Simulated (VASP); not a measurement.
# As (Cmce) in VASP: notebook

As is run at these levels: PBEsol; tasks: single point, relaxation of cell and atoms.

Everything below comes from runs of VASP 6.6.1. Logs are shortened: lines on timing, memory, paths and dates and some standing lists are left out, and cuts for length are marked.

## 1. The cell of the first run

Symmetry: Cmce, No. 64, orthorhombic system. The conventional cell has a = 3.731 Å, b = 10.880 Å, c = 4.277 Å, α = 90.00°, β = 90.00°, γ = 90.00°. Within 3.3 Å of As (site symmetry m) lie 5 As at 2.48 to 3.21 Å.

## 2. Single point, PBEsol

Contents of INCAR:

```
SYSTEM = As
PREC     = Accurate       ! precision mode
ENCUT    = 520            ! plane-wave cutoff, eV
EDIFF    = 1E-6           ! SCF threshold, eV
ISMEAR   = 0              ! smearing method
SIGMA    = 0.01           ! smearing width, eV
LREAL    = .FALSE.        ! projectors in reciprocal space
LASPH    = .TRUE.         ! aspherical terms in the spheres
NELM     = 100            ! most SCF steps
ALGO     = Normal         ! electronic algorithm
ISIF     = 2              ! what is computed and relaxed
LWAVE    = .FALSE.        ! write WAVECAR
LCHARG   = .FALSE.        ! write CHGCAR
GGA      = PS             ! functional
NBANDS   = 18             ! bands
```

Contents of KPOINTS:

```
regular mesh
0
G
  10 10 8
  0 0 0
```

Contents of POSCAR:

```
As
1.0
    1.8653246036     -5.4397520256      0.0000000000
    1.8653246036      5.4397520256      0.0000000000
    0.0000000000      0.0000000000      4.2765938264
As
4
Direct
    0.1119999260      0.8880000740      0.9447394847
    0.6119999260      0.3880000740      0.5552605153
    0.8880000740      0.1119999260      0.0552605153
    0.3880000740      0.6119999260      0.4447394847
```

Potentials or basis: VASP PAW PBE potentials, release 64 (As).

Run with:

```sh
$ cat potpaw_PBE.64/As/POTCAR > POTCAR
$ mpirun -np 1 vasp_std > vasp.out
```

OUTCAR:

```text
SYSTEM = As
   PREC = Accurate
   ENCUT = 520
   EDIFF = 1E-6
   ISMEAR = 0
   LREAL = .FALSE.
   LASPH = .TRUE.
   NELM = 100
   ISIF = 2
   GGA = PS

 ion  position               nearest neighbor table
   1  0.112  0.888  0.945-   3 2.48   2 2.50   2 2.50
   2  0.612  0.388  0.555-   4 2.48   1 2.50   1 2.50
   3  0.888  0.112  0.055-   1 2.48   4 2.50   4 2.50
   4  0.388  0.612  0.445-   2 2.48   3 2.50   3 2.50

  LATTYP: Found a base centered orthorhombic cell.
 ALAT       =     3.7306492072
 B/A-ratio  =     2.9162495445
 C/A-ratio  =     1.1463403791

  Lattice vectors:

 A1 = (   1.8653246036,  -5.4397520256,   0.0000000000)
 A2 = (   1.8653246036,   5.4397520256,   0.0000000000)
 A3 = (   0.0000000000,   0.0000000000,   4.2765938264)

Analysis of symmetry for initial positions (statically):
=====================================================================
 Subroutine PRICEL returns:
 Original cell was already a primitive cell.

 Routine SETGRP: Setting up the symmetry group for a
 base centered orthorhombic supercell.

 Subroutine GETGRP returns: Found  8 space group operations
 (whereof  4 operations were pure point group operations)
 out of a pool of  8 trial point group operations.

The static configuration has the point symmetry C_2h.
 The point group associated with its full space group is D_2h.

Analysis of symmetry for dynamics (positions and initial velocities):
=====================================================================
 Subroutine PRICEL returns:
 Original cell was already a primitive cell.

 Routine SETGRP: Setting up the symmetry group for a
 base centered orthorhombic supercell.

 Subroutine GETGRP returns: Found  8 space group operations
 (whereof  4 operations were pure point group operations)
 out of a pool of  8 trial point group operations.

The dynamic configuration has the point symmetry C_2h.
 The point group associated with its full space group is D_2h.

 Subroutine INISYM returns: Found  8 space group operations
 (whereof  4 operations are pure point group operations),
 and found     1 'primitive' translations

----------------------------------------------------------------------------------------

                                     Primitive cell

  volume of cell :      86.7884

  direct lattice vectors                    reciprocal lattice vectors
     1.865324604 -5.439752026  0.000000000     0.268049861 -0.091915955  0.000000000
     1.865324604  5.439752026  0.000000000     0.268049861  0.091915955  0.000000000
     0.000000000  0.000000000  4.276593826     0.000000000  0.000000000  0.233830951

  length of vectors
     5.750681523  5.750681523  4.276593826     0.283371259  0.283371259  0.233830951

  position of ions in fractional coordinates (direct lattice)
     0.111999926  0.888000074  0.944739485
     0.611999926  0.388000074  0.555260515
     0.888000074  0.111999926  0.055260515
     0.388000074  0.611999926  0.444739485

  ion indices of the primitive-cell ions
   primitive index   ion index
                 1           1
                 2           2
                 3           3
                 4           4

----------------------------------------------------------------------------------------

 KPOINTS: regular mesh

Automatic generation of k-mesh.
 Grid dimensions read from file:
 generate k-points for:   10   10    8

 Generating k-lattice:

  Cartesian coordinates                     Fractional coordinates (reciprocal lattice)
     0.026804986 -0.009191595  0.000000000     0.100000000 -0.000000000  0.000000000
     0.026804986  0.009191595  0.000000000    -0.000000000  0.100000000  0.000000000
     0.000000000  0.000000000  0.029228869     0.000000000  0.000000000  0.125000000

  Length of vectors
     0.028337126  0.028337126  0.029228869

  Shift w.r.t. Gamma in fractional coordinates (k-lattice)
     0.000000000  0.000000000  0.000000000

 Subroutine IBZKPT returns following result:
 ===========================================

 Found    155 irreducible k-points:

 Following reciprocal coordinates:
            Coordinates               Weight
  0.000000  0.000000  0.000000      1.000000
  0.100000  0.000000  0.000000      4.000000
  0.200000  0.000000  0.000000      4.000000
  0.300000  0.000000  0.000000      4.000000
  0.400000 -0.000000  0.000000      4.000000
  0.500000  0.000000  0.000000      2.000000
[... 16 lines left out ...]
  0.300000  0.300000  0.000000      2.000000
  0.400000  0.300000  0.000000      4.000000
 [... further k-points ...]
   k-points           NKPTS =    155   k-points in BZ     NKDIM =    155   number of bands    NBANDS=     18
   number of dos      NEDOS =    301   number of ions     NIONS =      4
   total plane-waves  NPLWV =  73728
   dimension x,y,z NGX =    48 NGY =   48 NGZ =   32
   dimension x,y,z NGXF=    96 NGYF=   96 NGZF=   64
   ions per type =               4
   NGX,Y,Z   is equivalent  to a cutoff of  13.88, 13.88, 12.44 a.u.
   NGXF,Y,Z  is equivalent  to a cutoff of  27.75, 27.75, 24.88 a.u.
 SYSTEM =  As
   PREC   = accura    normal or accurate (medium, high low for compatibility)
   ISTART =      0    job   : 0-new  1-cont  2-samecut
   ICHARG =      2    charge: 1-file 2-atom 10-const
   ISPIN  =      1    spin polarized calculation?
   LNONCOLLINEAR =      F non collinear calculations
   LSORBIT =      F    spin-orbit coupling
   LASPH  =      T    aspherical Exc in radial PAW
   ENCUT  =  520.0 eV  38.22 Ry    6.18 a.u.  10.69 10.69  7.95*2*pi/ulx,y,z
   NELM   =    100;   NELMIN=  2; NELMDL= -5     # of ELM steps
   EDIFF  = 0.1E-05   stopping-criterion for ELM
   LREAL  =      F    real-space projection
   EDIFFG = 0.1E-04   stopping-criterion for IOM
   NSW    =      0    number of steps for IOM
   IBRION =     -1    ionic relax: 0-MD 1-quasi-New 2-CG
   NFREE  =      0    steps in history (QN), initial steepest desc. (CG)
   ISIF   =      2    stress and relaxation
   ISYM   =      2    0-nonsym 1-usesym 2-fastsym
   POTIM  = 0.5000    time-step for ionic-motion
   TEBEG  =    0.0;   TEEND  =   0.0 temperature during run
   PSTRESS=    0.0 pullay stress
   NELECT =      20.0000    total number of electrons
   NUPDOWN=      -1.0000    fix difference up-down
   EMIN   =  10.00;   EMAX   =-10.00  energy-range for DOS
   EFERMI =   0.00;   METHOD = LEGACY
   ISMEAR =     0;   SIGMA  =   0.01  broadening in eV -4-tet -1-fermi 0-gaus
   EFERMI_NEDOS =   21; number of points for ismear=-14 and -15
   IALGO  =     38    algorithm
   IMIX   =      4    mixing-type and parameters
     AMIX     =   0.40;   BMIX     =  1.00
     AMIX_MAG =   1.60;   BMIX_MAG =  1.00
  volume/ion in A,a.u.               =      21.70       146.42
  Fermi-wavevector in a.u.,A,eV,Ry     =   1.003686  1.896691 13.706300  1.007385
  Thomas-Fermi vector in A             =   2.136253
   LORBIT       =      0    0 simple, 1 ext, 2 COOP (PROOUT), +10 PAW based schemes
   GGA     = PS    functional components
   LHFCALC =     F    Hartree Fock is set to
   AEXX    =    0.0000 exact exchange contribution
   IVDW    =     0    specifies the selected vdW correction
   LEPSILON=     F    determine dielectric tensor
   LRPA    =     F    only Hartree local field effects (RPA)
 non-spin polarized calculation
 Gauss-broadening in eV      SIGMA  =   0.01
  energy-cutoff  :      520.00
  volume of cell :       86.79
 maximum number of plane-waves:      2364
 NGX is ok and might be reduce to    48
   NGX = 21   NGY = 21   NGZ = 15

 number of electron      19.9999997 magnetization

 Free energy of the ion-electron system (eV)
  ---------------------------------------------------
  ext. energy  EPLUGINS =         0.00000000
  ---------------------------------------------------
  free energy    TOTEN  =       -20.25319250 eV

  energy without entropy =      -20.25316666  energy(sigma->0) =      -20.25317958

 E-fermi :   4.9908     XC(G=0): -10.0745

 val. band max:        4.9877449953   @ k =   0.5000   0.5000   0.0000
 cond. band min:       5.0113869669   @ k =   0.5000   0.4000   0.1250
 fundamental gap:      0.0236419716
 Fermi energy:         4.9907829620

 k-point     1 :       0.0000    0.0000    0.0000
  band No.  band energies     occupation
      1      -9.8997      2.00000
      2      -6.9579      2.00000
      3      -4.1611      2.00000
      4      -1.2673      2.00000
      5      -0.8920      2.00000
      6       0.6906      2.00000
[... 10 lines left out ...]
     17      11.8335      0.00000
     18      11.9239      0.00000

 k-point     2 :       0.1000    0.0000    0.0000
  band No.  band energies     occupation
      1      -9.7963      2.00000
      2      -6.8840      2.00000
      3      -4.3217      2.00000
      4      -1.2846      2.00000
      5      -1.1383      2.00000
      6       0.7988      2.00000
[... 10 lines left out ...]
     17      10.9854      0.00000
     18      11.9225      0.00000

 k-point     3 :       0.2000    0.0000    0.0000
  band No.  band energies     occupation
      1      -9.4883      2.00000
      2      -6.6605      2.00000
      3      -4.8129      2.00000
      4      -2.1928      2.00000
      5      -0.7583      2.00000
      6       1.0932      2.00000
[... 10 lines left out ...]
     17      10.3203      0.00000
     18      11.8825      0.00000

 k-point     4 :       0.3000    0.0000    0.0000
  band No.  band energies     occupation
      1      -8.9834      2.00000
      2      -6.2830      2.00000
      3      -5.5930      2.00000
      4      -3.2306      2.00000
      5      -0.1509      2.00000
      6       1.1029      2.00000
[... 375 lines left out ...]
      4      -1.0478      2.00000
      5      -0.7553      2.00000
      6       0.9433      2.00000
[... 10 lines left out ...]
     17      11.1102      0.00000
     18      11.9860      0.00000

 k-point    23 :       0.3000    0.3000    0.0000
  band No.  band energies     occupation
      1      -8.0305      2.00000
      2      -6.6946      2.00000
      3      -6.3369      2.00000
      4      -3.7163      2.00000
      5       1.0135      2.00000
      6       1.8174      2.00000
[... 10 lines left out ...]
     17      12.8356      0.00000
     18      12.8849      0.00000

 k-point    24 :       0.4000    0.3000    0.0000
  band No.  band energies     occupation
      1      -8.6678      2.00000
      2      -6.9965      2.00000
      3      -5.7364      2.00000
      4      -2.7960      2.00000
      5       0.9441      2.00000
      6       1.2535      2.00000
[... 10 lines left out ...]
     17      11.2082      0.00000
     18      12.5431      0.00000

 [... further k-points ...]
[... 5 lines left out ...]
  --------------------------------------------------------------------------------------
  -------------------------------------------------------------------------------------
  Total        0.2333203      0.2516699      0.2036177      0.0000000      0.0000000      0.0000000
  in kB        4.3072642      4.6460125      3.7589336      0.0000000      0.0000000      0.0000000
  external PRESSURE =       4.2374034 kB  Pullay stress =       0.0000000 kB

 VOLUME and BASIS-vectors are now :
 -----------------------------------------------------------------------------
  energy-cutoff  :      520.00
  volume of cell :       86.79
      direct lattice vectors                 reciprocal lattice vectors
     1.865324604 -5.439752026  0.000000000     0.268049861 -0.091915955  0.000000000
     1.865324604  5.439752026  0.000000000     0.268049861  0.091915955  0.000000000
     0.000000000  0.000000000  4.276593826     0.000000000  0.000000000  0.233830951

 POSITION                                       TOTAL-FORCE (eV/Angst)
 -----------------------------------------------------------------------------------
      1.86532      4.22125      4.04027         0.000000     -0.054541      0.051205
      1.86532     -1.21850      2.37462         0.000000     -0.054541     -0.051205
      1.86532     -4.22125      0.23633         0.000000      0.054541     -0.051205
      1.86532      1.21850      1.90197         0.000000      0.054541      0.051205
 -----------------------------------------------------------------------------------
    total drift:                               -0.000000     -0.000000     -0.000000

  FREE ENERGIE OF THE ION-ELECTRON SYSTEM (eV)
  ---------------------------------------------------
  free  energy   TOTEN  =       -20.2531924970 eV

  energy  without entropy=      -20.2531666566  energy(sigma->0) =      -20.25317958
```

It took 3.4 min on 1 thread of Intel Xeon Platinum 8175M at 2.50GHz (Skylake/Cascade Lake), shared host; peak memory 0.37 GiB.

Results:

- Free energy: -20.2532 eV
- Pressure: 0.4 GPa
- Largest force: 0.075 eV/Å
- Band gap on the k mesh: zero (band 10 reaches 5.14 eV, above the bottom of band 11 at 4.79 eV)

Forces in eV/Å, atoms in the order of the input:
```
As   0.000 -0.055  0.051
As   0.000 -0.055 -0.051
As   0.000  0.055 -0.051
As   0.000  0.055  0.051
```

Levels at points of the mesh, in eV from the Fermi level:
```tsv
k point	band 7	band 8	band 9	band 10	band 11	band 12	band 13	band 14
(0.00, 0.00, 0.00)	-3.39	-2.29	-2.07	-0.86	1.86	2.33	2.43	3.61
(0.50, 0.00, 0.00)	-2.38	-2.38	-2.18	-2.18	0.78	0.78	1.19	1.19
(0.50, 0.50, 0.00)	-3.83	-1.75	-1.55	-0.56	0.00	1.88	2.27	3.18
(0.00, 0.00, 0.50)	-2.17	-2.17	-0.61	-0.61	0.80	0.80	1.62	1.62
(0.50, 0.00, 0.50)	-4.79	-4.79	-1.89	-1.89	1.90	1.90	5.23	5.23
(0.50, 0.50, 0.50)	-1.78	-1.78	-1.16	-1.16	1.36	1.36	1.76	1.76
```

Caveat: the PAW data sets were made with another functional, which shifts forces and pressure a little.

## 3. Relaxation of cell and atoms, PBEsol

This run uses another cell than the first one, of 22.43 Å³/atom, 1.034 times its volume.

Contents of INCAR:

```
PREC = Accurate
ENCUT = 600
EDIFF = 1E-7
ISMEAR = 0
SIGMA = 0.01
LREAL = False
LASPH = True
NELM = 100
ALGO = Normal
ISIF = 3
LWAVE = False
LCHARG = False
GGA = PS
IBRION = 2
NSW = 100
EDIFFG = -0.005
```

Contents of KPOINTS:

```
regular mesh
0
Gamma
  10 10 8
```

Contents of POSCAR:

```
As
1.0
    1.8250000000     -5.5000000000      0.0000000000
    1.8250000000      5.5000000000      0.0000000000
    0.0000000000      0.0000000000      4.4700000000
As
4
Direct
    0.1100000000      0.8900000000      0.9400000000
    0.6100000000      0.3900000000      0.5600000000
    0.8900000000      0.1100000000      0.0600000000
    0.3900000000      0.6100000000      0.4400000000
```

Potentials or basis: VASP PAW PBE potentials, release 64 (As).

Run with:

```sh
$ cat potpaw_PBE.64/As/POTCAR > POTCAR
$ mpirun -np 1 vasp_std > vasp.out
```

It took 34 min on 1 thread of Intel Xeon Platinum 8175M at 2.50GHz (Skylake/Cascade Lake), shared host; peak memory 0.43 GiB.

The run converged. Its results:

| Item | Value |
| --- | --- |
| Free energy | -20.2544 eV |
| Relaxed volume | 21.70 Å³/atom |
| Relaxed cell | a = 5.753 Å, b = 5.753 Å, c = 4.265 Å, α = 90.00°, β = 90.00°, γ = 142.05° |
| Space group after relaxing (to 0.05 Å) | Cmce (No. 64) |
| Energy gained by relaxing | 5.1 meV/atom |
| Ionic steps | 17 |
| Pressure after relaxing | 0.0 GPa |
| Largest force after relaxing | 0.004 eV/Å |
| Band gap on the k mesh | zero (band 10 reaches 5.15 eV, above the bottom of band 11 at 4.75 eV) |

Forces on the atoms (eV/Å):
```
As   0.000  0.004  0.002
As   0.000  0.004 -0.002
As   0.000 -0.004 -0.002
As   0.000 -0.004  0.002
```

Step by step:
| step | energy change (eV) | largest force (eV/Å) | pressure (GPa) | volume (Å³) |
| --- | --- | --- | --- | --- |
| 1 | 0.0000 | 0.1236 | 0.11 | 89.74 |
| 2 | -0.0052 | 0.0374 | -0.22 | 89.93 |
| 3 | -0.0057 | 0.0807 | -0.36 | 90.02 |
| 4 | -0.0096 | 0.0902 | -0.27 | 89.65 |
| 5 | -0.0120 | 0.1283 | -0.12 | 89.06 |
| 6 | -0.0153 | 0.0828 | -0.20 | 88.62 |
| 7 | -0.0189 | 0.0348 | -0.36 | 87.48 |
| 8 | -0.0192 | 0.0595 | 0.47 | 86.19 |
| 9 | -0.0199 | 0.0177 | 0.08 | 86.78 |
| 10 | -0.0199 | 0.0199 | 0.10 | 86.76 |
| 11 | -0.0201 | 0.0355 | -0.01 | 86.76 |
| 12 | -0.0201 | 0.0343 | 0.00 | 86.76 |
| 13 | -0.0203 | 0.0189 | -0.02 | 86.75 |
| 14 | -0.0203 | 0.0203 | -0.03 | 86.75 |
| 15 | -0.0204 | 0.0054 | 0.10 | 86.67 |
| 16 | -0.0204 | 0.0043 | 0.07 | 86.69 |
| 17 | -0.0204 | 0.0043 | 0.00 | 86.80 |

Final structure:
```
As
1.0
     1.87050   -5.44020    0.00000
     1.87050    5.44020    0.00000
     0.00000    0.00000    4.26500
As
4
Direct
  0.11240 0.88760 0.94582
  0.61240 0.38760 0.55418
  0.88760 0.11240 0.05418
  0.38760 0.61240 0.44582
```

Levels at points of the mesh, in eV from the Fermi level:
```
           k point  band 6  band 7  band 8  band 9  band 10  band 11  band 12  band 13  band 14
(0.00, 0.00, 0.00)   -4.27   -3.36   -2.29   -2.03    -0.83     1.92     2.40     2.47     3.65
(0.50, 0.00, 0.00)   -3.57   -2.34   -2.34   -2.11    -2.11     0.78     0.78     1.21     1.21
(0.50, 0.50, 0.00)   -4.20   -3.81   -1.75   -1.52    -0.57     0.00     1.94     2.30     3.21
(0.00, 0.00, 0.50)   -4.39   -2.12   -2.12   -0.57    -0.57     0.80     0.80     1.58     1.58
(0.50, 0.00, 0.50)   -5.67   -4.76   -4.76   -1.87    -1.87     1.91     1.91     5.28     5.28
(0.50, 0.50, 0.50)   -2.28   -1.74   -1.74   -1.13    -1.13     1.36     1.36     1.76     1.76
```

Caveat: the PAW data sets were made with another functional, which shifts forces and pressure a little.
